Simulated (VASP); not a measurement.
Ta4Ga, 5 atoms in the cell. The structure is hexagonal, space group P6/mmm (No. 191). Conventional cell: a = 3.908 Å, b = 3.908 Å, c = 7.002 Å, α = 90.00°, β = 90.00°, γ = 120.00°. Ta (site symmetry -6m2) has 9 Ta at 2.26 to 2.71 Å within 3.0 Å. Within 2.6 Å of Ta (site symmetry 6mm) lie 1 Ga at 2.00 Å. Ga (site symmetry 6/mmm) has 2 Ta at 2.00 Å within 2.6 Å. The cell was generated, and may not be a known phase.

```yaml
Program: VASP 6.6.1
Task: relaxation of cell and atoms
Functional: PBE
Potentials_or_basis: VASP PAW PBE potentials, release 64 (Ta_pv, Ga_d)
Cutoff: 600 eV
k_mesh: 6 × 6 × 4
Occupations: gaussian, width 0.1 eV
Spin: no spin polarisation
Dipole_correction: no
Further_INCAR_settings: ALGO = Normal; EDIFF = 1e-06; IBRION = 2; EDIFFG = -0.04; NSW = 90; ISIF = 3
```

Potentials or basis: VASP PAW PBE potentials, release 64 (Ta_pv, Ga_d).

Run with:

```sh
$ cat potpaw_PBE.64/Ta_pv/POTCAR potpaw_PBE.64/Ga_d/POTCAR > POTCAR
$ mpirun -np 1 vasp_std > vasp.out
```

Hardware: 1 thread of Intel(R) Xeon(R) 6975P-C (Granite Rapids), on a shared host.

Task: How long does it take, and how much memory?

Result: It took 8.7 min on 1 thread of Intel(R) Xeon(R) 6975P-C (Granite Rapids), with other jobs on the host, peak memory 0.28 GiB. Counts: scf iterations 206, k points 21, ion steps 21.
